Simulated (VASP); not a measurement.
# Ta2Al5 (C2/m) in VASP: relaxation of cell and atoms with PBE

Aim: the relaxation of cell and atoms of Ta2Al5 with PBE.

Program: VASP 6.6.1. These are calculated values, not measurements. Logs are shortened: lines on timing, memory, paths and dates and some standing lists are left out, and cuts for length are marked.

## 1. The cell of the first run

Symmetry: C2/m, No. 12, monoclinic system. Conventional cell: a = 9.054 Å, b = 5.042 Å, c = 5.130 Å, α = 90.00°, β = 96.23°, γ = 90.00°. Within 3.5 Å of Ta (site symmetry m) lie 11 Al at 2.68 to 3.43 Å and 3 Ta at 2.87 to 3.24 Å. Within 3.2 Å of Al (site symmetry 2) lie 8 Al at 2.46 to 2.87 Å and 2 Ta at 2.92 Å. Al (site symmetry m) has 7 Al at 2.63 to 2.84 Å and 4 Ta at 2.68 to 2.95 Å within 3.5 Å. Within 3.6 Å of Al (site symmetry 2/m) lie 6 Al at 2.70 to 2.87 Å and 6 Ta at 2.90 to 3.20 Å.

The cell was built from a structure type or drawn by symmetry, and may not be a known phase.

## 2. Relaxation of cell and atoms, PBE

The input, INCAR:

```
ALGO = Normal
EDIFF = 1E-7
EDIFFG = -0.01
ENCUT = 500
GGA = PE
GGA_COMPAT = False
IBRION = 2
ISIF = 3
ISMEAR = 0
LASPH = True
LCHARG = False
LREAL = False
LWAVE = False
NELM = 120
NELMIN = 4
NSW = 100
PREC = Accurate
SIGMA = 0.1
```

The input, KPOINTS:

```
k-points
0
Gamma
  8 8 6
```

The input, POSCAR:

```
Ta2Al5
1.0
    4.5271521407     -2.5212151109      0.0000000000
    4.5271521407      2.5212151109      0.0000000000
   -0.5566765190      0.0000000000      5.0998633524
Ta Al
2 5
Direct
    0.6555811781      0.6555811781      0.0919024214
    0.3444188219      0.3444188219      0.9080975786
    0.7438910752      0.2561089248      0.5000000000
    0.2561089248      0.7438910752      0.5000000000
    0.2345029030      0.2345029030      0.3719331608
    0.7654970970      0.7654970970      0.6280668392
    0.0000000000      0.0000000000      0.0000000000
```

Potentials or basis: VASP PAW PBE potentials, release 64 (Ta_pv, Al).

Command:

```sh
> cat potpaw_PBE.64/Ta_pv/POTCAR potpaw_PBE.64/Al/POTCAR > POTCAR
> mpirun -np 1 vasp_std > vasp.out
```

OUTCAR:

```text
EDIFF = 1E-7
   EDIFFG = -0.01
   ENCUT = 500
   GGA = PE
   IBRION = 2
   ISIF = 3
   ISMEAR = 0
   LASPH = True
   LREAL = False
   NELM = 120
   NELMIN = 4
   NSW = 100
   PREC = Accurate

 ion  position               nearest neighbor table
   1  0.656  0.656  0.092-   6 2.68   6 2.82   2 2.87   7 2.90   7 2.90   4 2.92   3 2.92   5 2.95
                             5 2.95   7 3.20   2 3.24   2 3.24   3 3.43   4 3.43
   2  0.344  0.344  0.908-   5 2.68   5 2.82   1 2.87   7 2.90   7 2.90   3 2.92   4 2.92   6 2.95
                             6 2.95   7 3.20   1 3.24   1 3.24   3 3.43   4 3.43
   3  0.744  0.256  0.500-   4 2.46   4 2.58   5 2.63   6 2.63   6 2.72   5 2.72   7 2.87   7 2.87
                             1 2.92   2 2.92   1 3.43   2 3.43
   4  0.256  0.744  0.500-   3 2.46   3 2.58   6 2.63   5 2.63   5 2.72   6 2.72   7 2.87   7 2.87
                             2 2.92   1 2.92   2 3.43   1 3.43
   5  0.235  0.235  0.372-   3 2.63   4 2.63   2 2.68   7 2.70   3 2.72   4 2.72   2 2.82   6 2.84
                             6 2.84   1 2.95   1 2.95
   6  0.765  0.765  0.628-   3 2.63   4 2.63   1 2.68   7 2.70   3 2.72   4 2.72   1 2.82   5 2.84
                             5 2.84   2 2.95   2 2.95
   7  0.000  0.000  0.000-   5 2.70   6 2.70   3 2.87   4 2.87   3 2.87   4 2.87   1 2.90   1 2.90
                             2 2.90   2 2.90   1 3.20   2 3.20

  LATTYP: Found a base centered monoclinic cell.
 ALAT       =     9.0543042814
 B/A-ratio  =     0.5569097376
 C/A-ratio  =     0.5665985251
 COS(beta)  =    -0.1085106532

  Lattice vectors:

 A1 = (   4.5271521407,  -2.5212151109,   0.0000000000)
 A2 = (   4.5271521407,   2.5212151109,   0.0000000000)
 A3 = (  -0.5566765190,   0.0000000000,   5.0998633524)

Analysis of symmetry for initial positions (statically):
=====================================================================
 Subroutine PRICEL returns:
 Original cell was already a primitive cell.

 Routine SETGRP: Setting up the symmetry group for a
 base centered monoclinic supercell.

 Subroutine GETGRP returns: Found  4 space group operations
 (whereof  4 operations were pure point group operations)
 out of a pool of  4 trial point group operations.

The static configuration has the point symmetry C_2h.

Analysis of symmetry for dynamics (positions and initial velocities):
=====================================================================
 Subroutine PRICEL returns:
 Original cell was already a primitive cell.

 Routine SETGRP: Setting up the symmetry group for a
 base centered monoclinic supercell.

 Subroutine GETGRP returns: Found  4 space group operations
 (whereof  4 operations were pure point group operations)
 out of a pool of  4 trial point group operations.

The dynamic configuration has the point symmetry C_2h.

 Subroutine INISYM returns: Found  4 space group operations
 (whereof  4 operations are pure point group operations),
 and found     1 'primitive' translations

----------------------------------------------------------------------------------------

                                     Primitive cell

  volume of cell :     116.4189

  direct lattice vectors                    reciprocal lattice vectors
     4.527152141 -2.521215111  0.000000000     0.110444709 -0.198317073  0.012055612
     4.527152141  2.521215111  0.000000000     0.110444709  0.198317073  0.012055612
    -0.556676519  0.000000000  5.099863352     0.000000000  0.000000000  0.196083685

  length of vectors
     5.181856052  5.181856052  5.130155452     0.227317031  0.227317031  0.196083685

  position of ions in fractional coordinates (direct lattice)
     0.655581178  0.655581178  0.091902421
     0.344418822  0.344418822  0.908097579
     0.743891075  0.256108925  0.500000000
     0.256108925  0.743891075  0.500000000
     0.234502903  0.234502903  0.371933161
     0.765497097  0.765497097  0.628066839
     0.000000000  0.000000000  0.000000000

  ion indices of the primitive-cell ions
   primitive index   ion index
                 1           1
                 2           2
                 3           3
                 4           4
                 5           5
                 6           6
                 7           7

----------------------------------------------------------------------------------------

 KPOINTS: k-points

Automatic generation of k-mesh.
 Grid dimensions read from file:
 generate k-points for:    8    8    6

 Generating k-lattice:

  Cartesian coordinates                     Fractional coordinates (reciprocal lattice)
     0.013805589 -0.024789634  0.001506952     0.125000000  0.000000000 -0.000000000
     0.013805589  0.024789634  0.001506952     0.000000000  0.125000000 -0.000000000
     0.000000000  0.000000000  0.032680614     0.000000000  0.000000000  0.166666667

  Length of vectors
     0.028414629  0.028414629  0.032680614

  Shift w.r.t. Gamma in fractional coordinates (k-lattice)
     0.000000000  0.000000000  0.000000000

 Subroutine IBZKPT returns following result:
 ===========================================

 Found    114 irreducible k-points:

 Following reciprocal coordinates:
            Coordinates               Weight
  0.000000  0.000000  0.000000      1.000000
  0.125000  0.000000  0.000000      4.000000
  0.250000  0.000000  0.000000      4.000000
  0.375000  0.000000  0.000000      4.000000
  0.500000  0.000000  0.000000      2.000000
  0.125000  0.125000  0.000000      2.000000
[... 16 lines left out ...]
  0.125000  0.000000  0.166667      4.000000
  0.250000  0.000000  0.166667      4.000000
 [... further k-points ...]
   k-points           NKPTS =    114   k-points in BZ     NKDIM =    114   number of bands    NBANDS=     22
   number of dos      NEDOS =    301   number of ions     NIONS =      7
   total plane-waves  NPLWV =  64000
   dimension x,y,z NGX =    40 NGY =   40 NGZ =   40
   dimension x,y,z NGXF=    80 NGYF=   80 NGZF=   80
   ions per type =               2   5
   NGX,Y,Z   is equivalent  to a cutoff of  12.83, 12.83, 12.96 a.u.
   NGXF,Y,Z  is equivalent  to a cutoff of  25.67, 25.67, 25.92 a.u.
 SYSTEM =  unknown system
   PREC   = accura    normal or accurate (medium, high low for compatibility)
   ISTART =      0    job   : 0-new  1-cont  2-samecut
   ICHARG =      2    charge: 1-file 2-atom 10-const
   ISPIN  =      1    spin polarized calculation?
   LNONCOLLINEAR =      F non collinear calculations
   LSORBIT =      F    spin-orbit coupling
   LASPH  =      T    aspherical Exc in radial PAW
   ENCUT  =  500.0 eV  36.75 Ry    6.06 a.u.   9.45  9.45  9.35*2*pi/ulx,y,z
   NELM   =    120;   NELMIN=  4; NELMDL= -5     # of ELM steps
   EDIFF  = 0.1E-06   stopping-criterion for ELM
   LREAL  =      F    real-space projection
   EDIFFG = -.1E-01   stopping-criterion for IOM
   NSW    =    100    number of steps for IOM
   IBRION =      2    ionic relax: 0-MD 1-quasi-New 2-CG
   NFREE  =      1    steps in history (QN), initial steepest desc. (CG)
   ISIF   =      3    stress and relaxation
   ISYM   =      2    0-nonsym 1-usesym 2-fastsym
   POTIM  = 0.5000    time-step for ionic-motion
   TEBEG  =    0.0;   TEEND  =   0.0 temperature during run
   PSTRESS=    0.0 pullay stress
   NELECT =      37.0000    total number of electrons
   NUPDOWN=      -1.0000    fix difference up-down
   EMIN   =  10.00;   EMAX   =-10.00  energy-range for DOS
   EFERMI =   0.00;   METHOD = LEGACY
   ISMEAR =     0;   SIGMA  =   0.10  broadening in eV -4-tet -1-fermi 0-gaus
   EFERMI_NEDOS =   21; number of points for ismear=-14 and -15
   IALGO  =     38    algorithm
   IMIX   =      4    mixing-type and parameters
     AMIX     =   0.40;   BMIX     =  1.00
     AMIX_MAG =   1.60;   BMIX_MAG =  1.00
  volume/ion in A,a.u.               =      16.63       112.23
  Fermi-wavevector in a.u.,A,eV,Ry     =   1.117208  2.111218 16.982177  1.248155
  Thomas-Fermi vector in A             =   2.253829
   LORBIT       =      0    0 simple, 1 ext, 2 COOP (PROOUT), +10 PAW based schemes
   GGA     = PE    functional components
   LHFCALC =     F    Hartree Fock is set to
   AEXX    =    0.0000 exact exchange contribution
   IVDW    =     0    specifies the selected vdW correction
   LEPSILON=     F    determine dielectric tensor
   LRPA    =     F    only Hartree local field effects (RPA)
 conjugate gradient relaxation of ions
 non-spin polarized calculation
 Gauss-broadening in eV      SIGMA  =   0.10
  energy-cutoff  :      500.00
  volume of cell :      116.42
 maximum number of plane-waves:      2976
 NGX is ok and might be reduce to    40
   NGX = 19   NGY = 19   NGZ = 19

--------------------------------------- Ionic step        1  -------------------------------------------

 number of electron      36.9999998 magnetization

 Free energy of the ion-electron system (eV)
  ---------------------------------------------------
  ext. energy  EPLUGINS =         0.00000000
  ---------------------------------------------------
  free energy    TOTEN  =       -42.70423949 eV

  energy without entropy =      -42.68875494  energy(sigma->0) =      -42.69649722

------------------------ aborting loop because EDIFF is reached ----------------------------------------

  FORCE on cell =-STRESS in cart. coord.  units (eV):
  Direction    XX          YY          ZZ          XY          YZ          ZX
  --------------------------------------------------------------------------------------
  -------------------------------------------------------------------------------------
  Total        0.0834326      0.0509618     -0.0245213      0.0000000      0.0000000     -0.3766233
  in kB        1.1482134      0.7013457     -0.3374668      0.0000000      0.0000000     -5.1831550
  external PRESSURE =       0.5040308 kB  Pullay stress =       0.0000000 kB
[... 272 lines left out ...]
  energy  without entropy=      -42.6919902193  energy(sigma->0) =      -42.69957641

--------------------------------------- Ionic step        8  -------------------------------------------

 number of electron      36.9999998 magnetization

 Free energy of the ion-electron system (eV)
  ---------------------------------------------------
  ext. energy  EPLUGINS =         0.00000000
  ---------------------------------------------------
  free energy    TOTEN  =       -42.70725184 eV

  energy without entropy =      -42.69206144  energy(sigma->0) =      -42.69965664

 E-fermi :   7.2634     XC(G=0): -11.0023

 val. band max:        7.2611867255   @ k =  -0.1250  -0.3750   0.1667
 cond. band min:       7.2646792649   @ k =   0.2500   0.2500   0.3333
 fundamental gap:      0.0034925394
 Fermi energy:         7.2633861193

 k-point     1 :       0.0000    0.0000    0.0000
  band No.  band energies     occupation
      1     -27.0946      2.00000
      2     -26.9969      2.00000
      3     -26.9723      2.00000
      4     -26.9606      2.00000
      5     -26.8784      2.00000
      6     -26.6673      2.00000
[... 574 lines left out ...]
      6     -26.6714      2.00000
[... 14 lines left out ...]
     21       8.4342      0.00000
     22       8.7100      0.00000

 [... further k-points ...]
[... 5 lines left out ...]
  --------------------------------------------------------------------------------------
  -------------------------------------------------------------------------------------
  Total       -0.0322022      0.0133289     -0.0057733      0.0000000      0.0000000     -0.0026814
  in kB       -0.4431972      0.1834447     -0.0794577      0.0000000      0.0000000     -0.0369042
  external PRESSURE =      -0.1130700 kB  Pullay stress =       0.0000000 kB
[... 22 lines left out ...]
  FREE ENERGIE OF THE ION-ELECTRON SYSTEM (eV)
  ---------------------------------------------------
  free  energy   TOTEN  =       -42.7072518422 eV

  energy  without entropy=      -42.6920614397  energy(sigma->0) =      -42.69965664

 reached required accuracy - stopping structural energy minimisation
```

Run time: 33 min. Hardware: 1 thread of AMD EPYC, shared host; peak memory 0.38 GiB.

Results:

* Free energy: -42.7073 eV
* Energy gained by relaxing: 0.4 meV/atom
* Ionic steps: 8
* Pressure after relaxing: 0.0 GPa
* Largest force after relaxing: 0.009 eV/Å
* Band gap on the k mesh: zero (an odd number of electrons rules out a gap without spin polarisation)

Forces in eV/Å, atoms in the order of the input:
```
Ta   0.001  0.000 -0.005
Ta  -0.001  0.000  0.005
Al   0.000  0.008  0.000
Al   0.000 -0.008  0.000
Al  -0.005  0.000  0.007
Al   0.005  0.000 -0.007
Al   0.000  0.000  0.000
```

The path:
```csv
step,energy change (eV),largest force (eV/Å),pressure (GPa),volume (Å³)
1,0.0000,0.0682,0.05,116.42
2,-0.0020,0.0555,-0.08,116.51
3,-0.0023,0.0552,-0.16,116.56
4,-0.0028,0.0288,0.12,116.29
5,-0.0028,0.0252,0.09,116.32
6,-0.0029,0.0203,-0.04,116.44
7,-0.0029,0.0198,-0.06,116.45
8,-0.0030,0.0087,-0.01,116.41
```

Final structure:
```
Ta Al
1.0
     4.53837   -2.52224   -0.02250
     4.53837    2.52224   -0.02250
    -0.58349    0.00000    5.08781
Ta Al
2 5
Cartesian
  5.8922 0.0000 0.4277
  2.6011 0.0000 4.6151
  4.2466 -1.2308 2.5214
  4.2466 1.2308 2.5214
  1.9156 0.0000 1.8831
  6.5777 0.0000 3.1597
  3.9549 2.5222 5.0653
```

Caveat: spin-orbit coupling is left out, which moves the levels of the heavy elements.
